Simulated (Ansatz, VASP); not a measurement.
Sc in VASP and in Ansatz

Contents of INCAR:

```
ALGO = Normal
EDIFF = 1E-6
EDIFFG = -0.001
ENCUT = 600
IBRION = 2
ISIF = 3
ISMEAR = -1
LASPH = True
LCHARG = False
LREAL = False
LWAVE = False
NELM = 60
NSW = 80
PREC = Accurate
SIGMA = 0.15
```

Contents of KPOINTS:

```
k-points
0
Gamma
  12 12 8
```

File POSCAR:

```
Sc
1.0
    3.2295365112      0.0000000028      0.0000000000
   -1.6147682580      2.7968606597      0.0000000000
    0.0000000000      0.0000000000      4.9860880419
Sc
2
Direct
    0.3333333333      0.6666666667      0.2500000000
    0.6666666667      0.3333333333      0.7500000000
```

Input for Ansatz:

```yaml
crystal:
  lattice:
    - [3.2295365112, 2.8e-09, 0.0]
    - [-1.614768258, 2.7968606597, 0.0]
    - [0.0, 0.0, 4.9860880419]
  atoms:
    - { symbol: Sc, position: [0.3333333333, 0.6666666667, 0.25] }
    - { symbol: Sc, position: [0.6666666667, 0.3333333333, 0.75] }
basis:
  ecutwfc: 600.0
kpoints:
  mp_grid: { grid: [12, 12, 8] }
hamiltonian:
  xc: lda
  pseudopotentials: { kind: paw, azcp: { folder: soft_1 } }
scf:
  occupations: { method: fermi_dirac, width: 0.15 }
output:
  forces: true
  stress: true
  eigenvalues: true
  write_density: true
  write_potential: true
  elf: true
  volumetric_format: npy
relax:
  adjacent_minimum: "off"
  f_tol: 0.001
  max_steps: 60
  cell: { stress_tol: 0.01 }
```

Alike in both runs: task relaxation of cell and atoms; functional LDA; k mesh 12 × 12 × 8; occupations fermi-dirac, width 0.15 eV; no spin polarisation.

```csv
,VASP,Ansatz
version,VASP 6.6.1,Ansatz 0.2.0
potentials or method,"VASP PAW LDA potentials, release 64 (Sc_sv), cutoff 600 eV","scalar-relativistic, plane waves, PAW"
valence electrons in the cell,22,22
```

```csv
,VASP,Ansatz,Ansatz less VASP
"gap on the k mesh at the Fermi level, each at its own relaxed structure (eV)",none,none,-
relaxed volume (Å³/atom),22.71,22.66,-0.051
relaxed length of the cell vector where the two differ most in proportion (Å),5.036,5.031,-0.0043
```

Ansatz warns that its potentials were made for another functional, while VASP's fit it. LDA's correlation is that of Perdew and Zunger in VASP and of Perdew and Wang (1992) in Ansatz. A gap of «none» marks a metal or a gap that the smearing closes.
